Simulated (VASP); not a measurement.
# Sn in VASP: a series of runs, part 2 of 2

VASP 6.6.1. The steps go on from the part before.

## (4) Single point, HSE06

This run uses another cell than the first one, of 38.23 Å³/atom.

The input, POSCAR:

```
Sn
1.0
    0.0000000000      3.3687550177      3.3687550177
    3.3687550177      0.0000000000      3.3687550177
    3.3687550177      3.3687550177      0.0000000000
Sn
2
Direct
    0.0000000000      0.0000000000      0.0000000000
    0.2500000000      0.2500000000      0.2500000000
```

The input, INCAR.step1:

```
SYSTEM = Sn
PREC     = Accurate       ! precision mode
ENCUT    = 520            ! plane-wave cutoff, eV
EDIFF    = 1E-5           ! SCF threshold, eV
ISMEAR   = -1             ! smearing method
SIGMA    = 0.1            ! smearing width, eV
LREAL    = .FALSE.        ! projectors in reciprocal space
LASPH    = .TRUE.         ! aspherical terms in the spheres
NELM     = 100            ! most SCF steps
ALGO     = Normal         ! electronic algorithm
ISIF     = 2              ! what is computed and relaxed
LWAVE    = .TRUE.         ! write WAVECAR
LCHARG   = .FALSE.        ! write CHGCAR
NBANDS   = 21             ! bands
GGA      = PE             ! functional
```

The input, INCAR.step2:

```
SYSTEM = Sn
PREC     = Accurate       ! precision mode
ENCUT    = 520            ! plane-wave cutoff, eV
EDIFF    = 1E-7           ! SCF threshold, eV
ISMEAR   = -1             ! smearing method
SIGMA    = 0.1            ! smearing width, eV
LREAL    = .FALSE.        ! projectors in reciprocal space
LASPH    = .TRUE.         ! aspherical terms in the spheres
NELM     = 100            ! most SCF steps
ALGO     = Normal         ! electronic algorithm
ISIF     = 2              ! what is computed and relaxed
LWAVE    = .FALSE.        ! write WAVECAR
LCHARG   = .FALSE.        ! write CHGCAR
GGA      = PE             ! functional
LHFCALC  = .TRUE.         ! exact exchange
HFSCREEN = 0.2079         ! screening, 1/A
PRECFOCK = Normal       
NBANDS   = 21             ! bands
ISTART   = 1
```

The input, KPOINTS:

```
Automatic mesh
0
G
  4 4 4
  0 0 0
```

Potentials or basis: VASP PAW PBE potentials, release 64 (Sn_d).

Command:

```console
cat potpaw_PBE.64/Sn_d/POTCAR > POTCAR
cp INCAR.step1 INCAR
mpirun -np 1 vasp_std > vasp.out
cp INCAR.step2 INCAR
mpirun -np 1 vasp_std > vasp.out
```

OUTCAR:

```text
SYSTEM = Sn
   PREC = Accurate
   ENCUT = 520
   EDIFF = 1E-7
   ISMEAR = -1
   LREAL = .FALSE.
   LASPH = .TRUE.
   NELM = 100
   ISIF = 2
   GGA = PE
   LHFCALC = .TRUE.
   HFSCREEN = 0.2079
   PRECFOCK = Normal
   ISTART = 1

 ion  position               nearest neighbor table
   1  0.000  0.000  0.000-   2 2.92   2 2.92   2 2.92   2 2.92
   2  0.250  0.250  0.250-   1 2.92   1 2.92   1 2.92   1 2.92

  LATTYP: Found a face centered cubic cell.
 ALAT       =     6.7375100354

  Lattice vectors:

 A1 = (   0.0000000000,   3.3687550177,   3.3687550177)
 A2 = (   3.3687550177,   0.0000000000,   3.3687550177)
 A3 = (   3.3687550177,   3.3687550177,   0.0000000000)

Analysis of symmetry for initial positions (statically):
=====================================================================
 Subroutine PRICEL returns:
 Original cell was already a primitive cell.

 Routine SETGRP: Setting up the symmetry group for a
 face centered cubic supercell.

 Subroutine GETGRP returns: Found 48 space group operations
 (whereof 24 operations were pure point group operations)
[... 150 lines left out ...]
  ext. energy  EPLUGINS =         0.00000000
  ---------------------------------------------------
  free energy    TOTEN  =        -8.83516756 eV

  energy without entropy =       -8.82163696  energy(sigma->0) =       -8.82840226

 E-fermi :   4.3523     XC(G=0):  -7.0182

 val. band max:        3.6829925000   @ k =   0.2500   0.0000   0.0000
 cond. band min:       4.3802170520   @ k =   0.0000   0.0000   0.0000
 fundamental gap:      0.6972245520
 Fermi energy:         4.3523451885

 k-point     1 :       0.0000    0.0000    0.0000
  band No.  band energies     occupation
      1     -19.3293      2.00000
      2     -19.3293      2.00000
      3     -19.3293      2.00000
      4     -19.2839      2.00000
      5     -19.2839      2.00000
      6     -19.0474      2.00000
[... 181 lines left out ...]
     20      13.5826      0.00000
     21      14.8861      0.00000

------------------------ aborting loop because EDIFF is reached ----------------------------------------

  FORCE on cell =-STRESS in cart. coord.  units (eV):
  Direction    XX          YY          ZZ          XY          YZ          ZX
  --------------------------------------------------------------------------------------
  -------------------------------------------------------------------------------------
  Total       -1.1916059     -1.1916059     -1.1916059      0.0000000     -0.0000000      0.0000000
  in kB      -24.9692175    -24.9692175    -24.9692175      0.0000000     -0.0000000      0.0000000
  external PRESSURE =     -24.9692175 kB  Pullay stress =       0.0000000 kB

 VOLUME and BASIS-vectors are now :
 -----------------------------------------------------------------------------
  energy-cutoff  :      520.00
  volume of cell :       76.46
      direct lattice vectors                 reciprocal lattice vectors
     0.000000000  3.368755018  3.368755018    -0.148422784  0.148422784  0.148422784
     3.368755018  0.000000000  3.368755018     0.148422784 -0.148422784  0.148422784
     3.368755018  3.368755018  0.000000000     0.148422784  0.148422784 -0.148422784

 POSITION                                       TOTAL-FORCE (eV/Angst)
 -----------------------------------------------------------------------------------
      0.00000      0.00000      0.00000         0.000000      0.000000      0.000000
      1.68438      1.68438      1.68438        -0.000000     -0.000000     -0.000000
 -----------------------------------------------------------------------------------
    total drift:                                0.000000      0.000000      0.000000

  FREE ENERGIE OF THE ION-ELECTRON SYSTEM (eV)
  ---------------------------------------------------
  free  energy   TOTEN  =        -8.8351675560 eV

  energy  without entropy=       -8.8216369624  energy(sigma->0) =       -8.82840226
```

OUTCAR.step1:

```text
SYSTEM = Sn
   PREC = Accurate
   ENCUT = 520
   EDIFF = 1E-5
   ISMEAR = -1
   LREAL = .FALSE.
[... 396 lines left out ...]
      0.00000      0.00000      0.00000         0.000000      0.000000     -0.000000
      1.68438      1.68438      1.68438        -0.000000     -0.000000      0.000000
 -----------------------------------------------------------------------------------
    total drift:                                0.000000      0.000000      0.000000

  FREE ENERGIE OF THE ION-ELECTRON SYSTEM (eV)
  ---------------------------------------------------
  free  energy   TOTEN  =        -7.5257161684 eV

  energy  without entropy=       -7.5050176612  energy(sigma->0) =       -7.51536691
```

OSZICAR.step1:

```text
N       E                     dE             d eps       ncg     rms          rms(c)
DAV:   1     0.228111161158E+03    0.22811E+03   -0.14484E+04   351   0.180E+03
DAV:   2     0.187290564543E+02   -0.20938E+03   -0.20535E+03   336   0.461E+02
DAV:   3    -0.667892803762E+01   -0.25408E+02   -0.25315E+02   391   0.140E+02
DAV:   4    -0.753015852022E+01   -0.85123E+00   -0.85087E+00   401   0.288E+01
DAV:   5    -0.756461816427E+01   -0.34460E-01   -0.34458E-01   472   0.546E+00    0.277E+00
DAV:   6    -0.753599055108E+01    0.28628E-01   -0.28026E-02   478   0.195E+00    0.161E+00
DAV:   7    -0.752296463354E+01    0.13026E-01   -0.39143E-02   356   0.201E+00    0.158E-01
DAV:   8    -0.752512617436E+01   -0.21615E-02   -0.52679E-03   386   0.780E-01    0.538E-02
DAV:   9    -0.752564228749E+01   -0.51611E-03   -0.46213E-04   354   0.127E-01    0.160E-02
DAV:  10    -0.752570980079E+01   -0.67513E-04   -0.92265E-05   317   0.689E-02    0.621E-03
DAV:  11    -0.752571616843E+01   -0.63676E-05   -0.10263E-05   284   0.226E-02
   1 F= -.75257162E+01 E0= -.75153669E+01  d E =-.206985E-01
```

Wall time 34 min (1 thread of Intel Xeon Platinum 8375C at 2.90GHz (Ice Lake), shared host); peak memory 0.32 GiB.

What came out:

```yaml
Free_energy: -8.8352 eV
Pressure: -2.5 GPa
Band_gap_on_the_k_mesh: zero (filled and empty bands touch)
```

Levels at points of the mesh, in eV from the Fermi level:
```csv
k point,band 11,band 12,band 13,band 14,band 15,band 16,band 17,band 18
"(0.00, 0.00, 0.00)",-11.00,-0.98,0.03,0.03,0.03,2.59,2.59,2.59
"(0.50, 0.00, 0.00)",-9.41,-6.53,-1.12,-1.12,0.16,3.67,3.67,6.26
"(0.50, 0.50, 0.00)",-7.91,-7.91,-2.40,-2.40,1.29,1.29,7.93,7.93
```

Caveat: the k points lie up to 0.40 Å⁻¹ apart; the PAW data sets were made with another functional, which shifts forces and pressure a little; spin-orbit coupling is left out, which moves the levels of the heavy elements.

## (5) Single point, HSE06

This run uses another cell than the first one, of 36.76 Å³/atom.

The input, POSCAR:

```
Sn
1.0
    0.0000000000      3.3250000000      3.3250000000
    3.3250000000      0.0000000000      3.3250000000
    3.3250000000      3.3250000000      0.0000000000
Sn
2
Direct
    0.0052091754      0.0052091754      0.0052091754
    0.2500000000      0.2500000000      0.2500000000
```

The input, INCAR.step1:

```
PREC = Accurate ; ENCUT = 520
EDIFF = 1E-5 ; ISMEAR = -1
SIGMA = 0.1 ; LREAL = False
LASPH = True ; NELM = 60
ALGO = Normal ; ISIF = 2
LWAVE = True ; GGA = PE
NBANDS = 21
```

The input, INCAR.step2:

```
PREC = Accurate ; ENCUT = 520
EDIFF = 1E-6 ; ISMEAR = -1
SIGMA = 0.1 ; LREAL = False
LASPH = True ; NELM = 60
ALGO = Normal ; ISIF = 2
LWAVE = False ; LCHARG = True
GGA = PE ; LHFCALC = True
HFSCREEN = 0.2079 ; PRECFOCK = Normal
LELF = True ; LVHAR = True
ISTART = 1 ; NBANDS = 21
```

The input, KPOINTS:

```
Automatic mesh
0
Gamma
  4 4 4
```

Potentials or basis: VASP PAW PBE potentials, release 64 (Sn_d).

Command:

```console
cat potpaw_PBE.64/Sn_d/POTCAR > POTCAR
cp INCAR.step1 INCAR
mpirun -np 1 vasp_std > vasp.out
cp INCAR.step2 INCAR
mpirun -np 1 vasp_std > vasp.out
```

OUTCAR:

```text
PREC = Accurate
   ENCUT = 520
   EDIFF = 1E-6
   ISMEAR = -1
   LREAL = False
   LASPH = True
   NELM = 60
   ISIF = 2
   GGA = PE
   LHFCALC = True
   HFSCREEN = 0.2079
   PRECFOCK = Normal
   ISTART = 1

 ion  position               nearest neighbor table
   1  0.005  0.005  0.005-   2 2.82   2 2.90   2 2.90   2 2.90
   2  0.250  0.250  0.250-   1 2.82   1 2.90   1 2.90   1 2.90

  LATTYP: Found a face centered cubic cell.
[... 497 lines left out ...]
     21      15.4650      0.00000

------------------------ aborting loop because EDIFF is reached ----------------------------------------

  FORCE on cell =-STRESS in cart. coord.  units (eV):
  Direction    XX          YY          ZZ          XY          YZ          ZX
  --------------------------------------------------------------------------------------
  -------------------------------------------------------------------------------------
  Total       -0.5335440     -0.5335440     -0.5335440      0.2732253      0.2732253      0.2732253
  in kB      -11.6272206    -11.6272206    -11.6272206      5.9542433      5.9542433      5.9542433
  external PRESSURE =     -11.6272206 kB  Pullay stress =       0.0000000 kB

 VOLUME and BASIS-vectors are now :
 -----------------------------------------------------------------------------
  energy-cutoff  :      520.00
  volume of cell :       73.52
      direct lattice vectors                 reciprocal lattice vectors
     0.000000000  3.325000000  3.325000000    -0.150375940  0.150375940  0.150375940
     3.325000000  0.000000000  3.325000000     0.150375940 -0.150375940  0.150375940
     3.325000000  3.325000000  0.000000000     0.150375940  0.150375940 -0.150375940

 POSITION                                       TOTAL-FORCE (eV/Angst)
 -----------------------------------------------------------------------------------
      0.03464      0.03464      0.03464        -0.243557     -0.243557     -0.243557
      1.66250      1.66250      1.66250         0.243557      0.243557      0.243557
 -----------------------------------------------------------------------------------
    total drift:                               -0.000001     -0.000001     -0.000003

  FREE ENERGIE OF THE ION-ELECTRON SYSTEM (eV)
  ---------------------------------------------------
  free  energy   TOTEN  =        -8.8570251233 eV

  energy  without entropy=       -8.8469881405  energy(sigma->0) =       -8.85200663
```

OUTCAR.step1:

```text
PREC = Accurate
   ENCUT = 520
   EDIFF = 1E-5
   ISMEAR = -1
   LREAL = False
[... 522 lines left out ...]
      0.03464      0.03464      0.03464        -0.236163     -0.236163     -0.236163
      1.66250      1.66250      1.66250         0.236163      0.236163      0.236163
 -----------------------------------------------------------------------------------
    total drift:                               -0.000005     -0.000005     -0.000005

  FREE ENERGIE OF THE ION-ELECTRON SYSTEM (eV)
  ---------------------------------------------------
  free  energy   TOTEN  =        -7.5146772058 eV

  energy  without entropy=       -7.4960515177  energy(sigma->0) =       -7.50536436
```

Wall time 30 min (1 thread of Intel Xeon Platinum 8488C (Sapphire Rapids), shared host); peak memory 0.32 GiB.

What came out:

* Free energy: -8.8570 eV
* Pressure: -1.2 GPa
* Largest force: 0.422 eV/Å
* Band gap on the k mesh: zero (filled and empty bands touch)

Forces on the atoms (eV/Å):
```
Sn  -0.244 -0.244 -0.244
Sn   0.244  0.244  0.244
```

Caveat: the k points lie up to 0.41 Å⁻¹ apart; the PAW data sets were made with another functional, which shifts forces and pressure a little; spin-orbit coupling is left out, which moves the levels of the heavy elements.

## (6) Overview

```tsv
cell	gap on the mesh (eV)	pressure (GPa)
a = 4.718 Å, angles 60.0°, 2 atoms, atomic positions A	none	-1.6
a = 4.764 Å, angles 60.0°, 2 atoms, atomic positions A	none	-2.5
a = 4.702 Å, angles 60.0°, 2 atoms, atomic positions B	none	-1.2
```

Alike in all rows: task single point; level HSE06; potentials or basis VASP PAW PBE potentials, release 64 (Sn_d); no spin polarisation; k mesh 4 × 4 × 4; cutoff (eV) 520; smearing fermi-dirac 0.1 eV.

Caveats: all runs use coarse meshes; the PAW data sets were made with another functional, which shifts forces and pressure a little; spin-orbit coupling is left out, which moves the levels of the heavy elements.

Total energies depend on the potentials used, so only differences within one code and one set of settings carry meaning.

The gap in the log of VASP goes by the Fermi energy; the results here count the filled bands.